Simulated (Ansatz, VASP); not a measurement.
Sb2Se3 in VASP and in Ansatz

Contents of INCAR:

```
  PREC = Accurate
  ENCUT = 520
  EDIFF = 1E-6
  ISMEAR = -1
  SIGMA = 0.02
  LREAL = False
  LASPH = True
  NELM = 100
  ALGO = Normal
  ISIF = 2
  LWAVE = False
  LCHARG = False
  GGA = PE
  NBANDS = 22
```

File KPOINTS:

```
Automatic mesh
0
Gamma
  8 8 8
```

File POSCAR:

```
Sb2Se3
1.0
    2.0131857642      1.1623133429      9.6638119007
   -2.0131857642      1.1623133429      9.6638119007
    0.0000000000     -2.3246266858      9.6638119007
Sb Se
2 3
Direct
    0.3980137564      0.3980137564      0.3980137564
    0.6019862436      0.6019862436      0.6019862436
    0.2152848036      0.2152848036      0.2152848036
    0.7847151964      0.7847151964      0.7847151964
    0.0000000000      0.0000000000      0.0000000000
```

Input for Ansatz:

```yaml
crystal:
  lattice:
    - [2.0131857642, 1.1623133429, 9.6638119007]
    - [-2.0131857642, 1.1623133429, 9.6638119007]
    - [0.0, -2.3246266858, 9.6638119007]
  atoms:
    - { symbol: Sb, position: [0.3980137564, 0.3980137564, 0.3980137564] }
    - { symbol: Sb, position: [0.6019862436, 0.6019862436, 0.6019862436] }
    - { symbol: Se, position: [0.2152848036, 0.2152848036, 0.2152848036] }
    - { symbol: Se, position: [0.7847151964, 0.7847151964, 0.7847151964] }
    - { symbol: Se, position: [0.0, 0.0, 0.0] }
kpoints:
  mp_grid: { grid: [8, 8, 8] }
  band_path:
    path:
      - [0.0, 0.0, 0.0]
      - [0.5, 0.5, 0.5]
      - [0.82368931, 0.17631069, 0.5]
      - [0.5, -0.17631069, 0.17631069]
      - [0.5, 0.0, 0.0]
      - [0.338155345, -0.338155345, 0.0]
      - [0.661844655, 0.0, 0.338155345]
      - [0.5, 0.0, 0.5]
    npoints: 1
hamiltonian:
  xc: pbe
scf:
  occupations: { method: fermi_dirac, width: 0.02 }
  n_extra_bands: 5
output:
  forces: true
  stress: true
  eigenvalues: true
```

Alike in both runs: task single point; functional PBE; k mesh 8 × 8 × 8; occupations fermi-dirac, width 0.02 eV; no spin polarisation.

|  | VASP | Ansatz |
| --- | --- | --- |
| version | VASP 6.6.1 | Ansatz 0.2.0 |
| potentials or method | VASP PAW PBE potentials, release 64 (Sb, Se) | plane waves, PAW |
| plane-wave cutoff (eV) | 520 | 420 |
| valence electrons in the cell | 28 | 78 |

```csv
,VASP,Ansatz,Ansatz less VASP
pressure (GPa),2.1,2.1,+0.03
"traceless stress, the component that is largest in VASP (GPa)",-0.11,-0.11,-0.001
rms of the force components (eV/Å),0.077,0.067,-0.0096
```

Atom by atom the forces differ by 0.012 eV/Å (rms over components). VASP's potentials hold 28 valence electrons a cell and Ansatz's 78, so a difference there can come from the potentials and not from the codes.

Neither program's run includes spin-orbit coupling.
